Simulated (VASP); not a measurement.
# In2O3 (R-3c) in VASP: electric field gradients with r2SCAN

Aim: the electric field gradients of In2O3 with r2SCAN.

All numbers are computed with VASP 6.6.1; they aren't measurements. Logs are shortened: lines on timing, memory, paths and dates and some standing lists are left out, and cuts for length are marked.

### 1 The cell of the first run

The structure is trigonal, space group R-3c (No. 167). Conventional cell: a = 5.516 Å, b = 5.516 Å, c = 14.591 Å, α = 90.00°, β = 90.00°, γ = 120.00°. In (site symmetry 3) has 6 O at 2.13 to 2.26 Å within 2.8 Å. O (site symmetry 2) has 4 In at 2.13 to 2.26 Å and 8 O at 2.83 to 3.12 Å within 3.2 Å.

### 2 Electric field gradients, r2SCAN

POSCAR reads:

```
In2O3
1.0
    2.7581043173      1.5923922700      4.8636867567
   -2.7581043173      1.5923922700      4.8636867567
    0.0000000000     -3.1847845401      4.8636867567
In O
4 6
Direct
    0.6428840000      0.6428840000      0.6428840000
    0.8571160000      0.8571160000      0.8571160000
    0.3571160000      0.3571160000      0.3571160000
    0.1428840000      0.1428840000      0.1428840000
    0.0464953000      0.7500000000      0.4535047000
    0.7500000000      0.4535047000      0.0464953000
    0.4535047000      0.0464953000      0.7500000000
    0.9535047000      0.2500000000      0.5464953000
    0.5464953000      0.9535047000      0.2500000000
    0.2500000000      0.5464953000      0.9535047000
```

INCAR.step1 reads:

```
  PREC = Accurate
  ENCUT = 520
  ISMEAR = -1
  SIGMA = 0.01
  LREAL = F
  LASPH = T
  NELM = 60
  NBANDS = 55
  GGA = PE
  ALGO = Normal
  EDIFF = 1E-4
  LWAVE = T
  LCHARG = F
```

INCAR.step2 reads:

```
  PREC = Accurate
  ENCUT = 520
  EDIFF = 1E-8
  ISMEAR = -1
  SIGMA = 0.01
  LREAL = F
  LASPH = T
  NELM = 60
  ALGO = Normal
  ISIF = 2
  LWAVE = F
  LCHARG = F
  METAGGA = R2SCAN
  LMIXTAU = T
  LEFG = T
  NBANDS = 55
  ISTART = 1
```

KPOINTS reads:

```
regular mesh
0
Gamma
  6 6 6
```

Potentials or basis: VASP PAW PBE potentials, release 64 (In_d, O).

On the command line:

```console
> cat potpaw_PBE.64/In_d/POTCAR potpaw_PBE.64/O/POTCAR > POTCAR
> cp INCAR.step1 INCAR
> mpirun -np 1 vasp_std > vasp.out
> cp INCAR.step2 INCAR
> mpirun -np 1 vasp_std > vasp.out
```

OUTCAR:

```text
PREC = Accurate
   ENCUT = 520
   EDIFF = 1E-8
   ISMEAR = -1
   LREAL = F
   LASPH = T
   NELM = 60
   ISIF = 2
   METAGGA = R2SCAN
   ISTART = 1

 ion  position               nearest neighbor table
   1  0.643  0.643  0.643-  10 2.13   9 2.13   8 2.13   5 2.26   6 2.26   7 2.26   2 3.13   3 3.26
                             3 3.26   3 3.26   2 3.63   2 3.63   2 3.63   4 4.01   4 4.01   4 4.01
   2  0.857  0.857  0.857-   8 2.13   9 2.13  10 2.13   6 2.26   5 2.26   7 2.26   1 3.13   4 3.26
                             4 3.26   4 3.26   1 3.63   1 3.63   1 3.63   3 4.01   3 4.01   3 4.01
   3  0.357  0.357  0.357-   6 2.13   7 2.13   5 2.13   8 2.26  10 2.26   9 2.26   4 3.13   1 3.26
                             1 3.26   1 3.26   4 3.63   4 3.63   4 3.63   2 4.01   2 4.01   2 4.01
   4  0.143  0.143  0.143-   5 2.13   7 2.13   6 2.13  10 2.26   8 2.26   9 2.26   3 3.13   2 3.26
                             2 3.26   2 3.26   3 3.63   3 3.63   3 3.63   1 4.01   1 4.01   1 4.01
   5  0.046  0.750  0.454-   4 2.13   3 2.13   1 2.26   2 2.26
   6  0.750  0.454  0.046-   3 2.13   4 2.13   2 2.26   1 2.26
   7  0.454  0.046  0.750-   3 2.13   4 2.13   1 2.26   2 2.26
   8  0.954  0.250  0.546-   2 2.13   1 2.13   3 2.26   4 2.26
   9  0.546  0.954  0.250-   1 2.13   2 2.13   3 2.26   4 2.26
  10  0.250  0.546  0.954-   1 2.13   2 2.13   4 2.26   3 2.26

  LATTYP: Found a trigonal (rhomboedric) cell.
 ALAT       =     5.8136306585
 COS(alpha) =     0.5498507853

  Lattice vectors:

 A1 = (   2.7581043173,   1.5923922700,   4.8636867567)
 A2 = (  -2.7581043173,   1.5923922700,   4.8636867567)
 A3 = (   0.0000000000,  -3.1847845401,   4.8636867567)

Analysis of symmetry for initial positions (statically):
=====================================================================
 Subroutine PRICEL returns:
 Original cell was already a primitive cell.

 Routine SETGRP: Setting up the symmetry group for a
 trigonal (rhombohedral) supercell.

 Subroutine GETGRP returns: Found 12 space group operations
 (whereof  6 operations were pure point group operations)
 out of a pool of 12 trial point group operations.

The static configuration has the point symmetry S_6 .
 The point group associated with its full space group is D_3d.

Analysis of symmetry for dynamics (positions and initial velocities):
=====================================================================
 Subroutine PRICEL returns:
 Original cell was already a primitive cell.

 Routine SETGRP: Setting up the symmetry group for a
 trigonal (rhombohedral) supercell.

 Subroutine GETGRP returns: Found 12 space group operations
 (whereof  6 operations were pure point group operations)
 out of a pool of 12 trial point group operations.

The dynamic configuration has the point symmetry S_6 .
 The point group associated with its full space group is D_3d.

 Subroutine INISYM returns: Found 12 space group operations
 (whereof  6 operations are pure point group operations),
 and found     1 'primitive' translations

----------------------------------------------------------------------------------------

                                     Primitive cell

  volume of cell :     128.1674

  direct lattice vectors                    reciprocal lattice vectors
     2.758104317  1.592392270  4.863686757     0.181283934  0.104664328  0.068535115
    -2.758104317  1.592392270  4.863686757    -0.181283934  0.104664328  0.068535115
     0.000000000 -3.184784540  4.863686757     0.000000000 -0.209328656  0.068535115

  length of vectors
     5.813630659  5.813630659  5.813630659     0.220262453  0.220262453  0.220262453

  position of ions in fractional coordinates (direct lattice)
     0.642884000  0.642884000  0.642884000
     0.857116000  0.857116000  0.857116000
     0.357116000  0.357116000  0.357116000
     0.142884000  0.142884000  0.142884000
     0.046495300  0.750000000  0.453504700
     0.750000000  0.453504700  0.046495300
     0.453504700  0.046495300  0.750000000
     0.953504700  0.250000000  0.546495300
     0.546495300  0.953504700  0.250000000
     0.250000000  0.546495300  0.953504700

  ion indices of the primitive-cell ions
   primitive index   ion index
                 1           1
                 2           2
[... 101 lines left out ...]
  volume/ion in A,a.u.               =      12.82        86.49
  Fermi-wavevector in a.u.,A,eV,Ry     =   1.444253  2.729242 28.379928  2.085866
  Thomas-Fermi vector in A             =   2.562569
   LORBIT       =      0    0 simple, 1 ext, 2 COOP (PROOUT), +10 PAW based schemes
   METAGGA = R2SCAN    functional components
   LHFCALC =     F    Hartree Fock is set to
   AEXX    =    0.0000 exact exchange contribution
   IVDW    =     0    specifies the selected vdW correction
   LEPSILON=     F    determine dielectric tensor
   LRPA    =     F    only Hartree local field effects (RPA)
 non-spin polarized calculation
  energy-cutoff  :      520.00
  volume of cell :      128.17
 maximum number of plane-waves:      3466
 NGX is ok and might be reduce to    48
   NGX = 21   NGY = 21   NGZ = 21

 number of electron      88.0000012 magnetization

 Free energy of the ion-electron system (eV)
  ---------------------------------------------------
  ext. energy  EPLUGINS =         0.00000000
  ---------------------------------------------------
  free energy    TOTEN  =      -144.46426273 eV

  energy without entropy =     -144.46426273  energy(sigma->0) =     -144.46426273

 E-fermi :   5.3231     XC(G=0): -11.8469

 val. band max:        5.0545872023   @ k =  -0.1667   0.1667   0.0000
 cond. band min:       6.8302630008   @ k =   0.0000   0.0000   0.0000
 fundamental gap:      1.7756757985
 Fermi energy:         5.3230873561

 k-point     1 :       0.0000    0.0000    0.0000
  band No.  band energies     occupation
      1     -13.4109      2.00000
      2     -12.5587      2.00000
      3     -12.5587      2.00000
      4     -12.3668      2.00000
      5     -12.3668      2.00000
      6     -12.2900      2.00000
[... 1381 lines left out ...]
     54      16.3809      0.00000
     55      17.1112      0.00000

 [... further k-points ...]

------------------------ aborting loop because EDIFF is reached ----------------------------------------

  FORCE on cell =-STRESS in cart. coord.  units (eV):
  Direction    XX          YY          ZZ          XY          YZ          ZX
  --------------------------------------------------------------------------------------
  -------------------------------------------------------------------------------------
  Total        0.1399096      0.1399096      0.0334669     -0.0000000     -0.0000000      0.0000000
  in kB        1.7489623      1.7489623      0.4183579     -0.0000000     -0.0000000      0.0000000
  external PRESSURE =       1.3054275 kB  Pullay stress =       0.0000000 kB

 VOLUME and BASIS-vectors are now :
 -----------------------------------------------------------------------------
  energy-cutoff  :      520.00
  volume of cell :      128.17
      direct lattice vectors                 reciprocal lattice vectors
     2.758104317  1.592392270  4.863686757     0.181283934  0.104664328  0.068535115
    -2.758104317  1.592392270  4.863686757    -0.181283934  0.104664328  0.068535115
     0.000000000 -3.184784540  4.863686757     0.000000000 -0.209328656  0.068535115

 POSITION                                       TOTAL-FORCE (eV/Angst)
 -----------------------------------------------------------------------------------
      0.00000     -0.00000      9.38036         0.000000     -0.000000      0.000811
      0.00000     -0.00000     12.50623         0.000000      0.000000     -0.000811
      0.00000     -0.00000      5.21070         0.000000      0.000000     -0.000811
      0.00000     -0.00000      2.08483         0.000000     -0.000000      0.000811
     -1.94034     -0.17598      6.07961         0.004653      0.008060      0.000000
      0.81776      1.76837      6.07961         0.004653     -0.008060      0.000000
      1.12257     -1.59239      6.07961        -0.009307     -0.000000      0.000000
      1.94034      0.17598      8.51145        -0.004653     -0.008060      0.000000
     -1.12257      1.59239      8.51145         0.009307     -0.000000      0.000000
     -0.81776     -1.76837      8.51145        -0.004653      0.008060      0.000000
 -----------------------------------------------------------------------------------
    total drift:                                0.000000     -0.000000     -0.000000

  FREE ENERGIE OF THE ION-ELECTRON SYSTEM (eV)
  ---------------------------------------------------
  free  energy   TOTEN  =      -144.4642627257 eV

  energy  without entropy=     -144.4642627257  energy(sigma->0) =     -144.46426273

 Electric field gradients (V/A^2)
---------------------------------------------------------------------
 ion       V_xx      V_yy      V_zz      V_xy      V_xz      V_yz
---------------------------------------------------------------------
   1     -20.887   -20.887    41.775     0.000     0.000     0.000
   2     -20.887   -20.887    41.775    -0.000    -0.000     0.000
   3     -20.887   -20.887    41.775     0.000     0.000     0.000
   4     -20.887   -20.887    41.775    -0.000    -0.000     0.000
   5       6.877     8.694   -15.571     1.574   -31.885    18.409
   6       6.877     8.694   -15.571    -1.574    31.885    18.409
   7       9.603     5.968   -15.571    -0.000    -0.000   -36.818
   8       6.877     8.694   -15.571     1.574   -31.885    18.409
   9       9.603     5.968   -15.571     0.000    -0.000   -36.818
  10       6.877     8.694   -15.571    -1.574    31.885    18.409
---------------------------------------------------------------------

 Electric field gradients after diagonalization (V/A^2)
 (convention: |V_zz| > |V_xx| > |V_yy|)
----------------------------------------------------------------------
 ion       V_xx      V_yy      V_zz     asymmetry (V_yy - V_xx)/ V_zz
----------------------------------------------------------------------
   1     -20.887   -20.887    41.775       0.000
   2     -20.887   -20.887    41.775       0.000
   3     -20.887   -20.887    41.775       0.000
   4     -20.887   -20.887    41.775       0.000
   5      33.559     9.603   -43.162       0.555
   6      33.559     9.603   -43.162       0.555
   7      33.559     9.603   -43.162       0.555
   8      33.559     9.603   -43.162       0.555
   9      33.559     9.603   -43.162       0.555
  10      33.559     9.603   -43.162       0.555
----------------------------------------------------------------------

           NMR quadrupolar parameters

 Cq : quadrupolar parameter    Cq=e*Q*V_zz/h
 eta: asymmetry parameters     (V_yy - V_xx)/ V_zz
 Q  : nuclear electric quadrupole moment in mb (millibarn)
----------------------------------------------------------------------
 ion       Cq(MHz)       eta       Q (mb)
----------------------------------------------------------------------
   1       0.101       0.000       1.000
   2       0.101       0.000       1.000
   3       0.101       0.000       1.000
   4       0.101       0.000       1.000
   5      -0.104       0.555       1.000
   6      -0.104       0.555       1.000
   7      -0.104       0.555       1.000
   8      -0.104       0.555       1.000
   9      -0.104       0.555       1.000
  10      -0.104       0.555       1.000
----------------------------------------------------------------------
```

It took 25 min on 1 thread of Intel Xeon Platinum 8259CL at 2.50GHz (Skylake/Cascade Lake), shared host; peak memory 0.45 GiB.

Results:

- Free energy: -144.4643 eV
- Pressure: 0.1 GPa
- Largest force: 0.009 eV/Å
- Band gap on the k mesh: 1.78 eV (least direct gap 1.81 eV)
- Largest electric field gradient by atom: In +41.8; O -43.2 V/Å²

Forces on the atoms (eV/Å):
```
In   0.000  0.000  0.001
In   0.000  0.000 -0.001
In   0.000  0.000 -0.001
In   0.000  0.000  0.001
O    0.005  0.008  0.000
O    0.005 -0.008  0.000
O   -0.009  0.000  0.000
O   -0.005 -0.008  0.000
O    0.009  0.000  0.000
O   -0.005  0.008  0.000
```

Electric field gradients, principal values (V/Å²):
```csv
atom,least,middle,greatest (by size)
1 In,-20.887,-20.887,41.775
2 In,-20.887,-20.887,41.775
3 In,-20.887,-20.887,41.775
4 In,-20.887,-20.887,41.775
5 O,9.603,33.559,-43.162
6 O,9.603,33.559,-43.162
7 O,9.603,33.559,-43.162
8 O,9.603,33.559,-43.162
9 O,9.603,33.559,-43.162
10 O,9.603,33.559,-43.162
```

Caveat: without QUAD_EFG the Cq values of the log hold for a quadrupole moment of 1 mb, not for the nuclei; the PAW data sets were made with another functional, which shifts forces and pressure a little; spin-orbit coupling is left out, which moves the levels of the heavy elements.
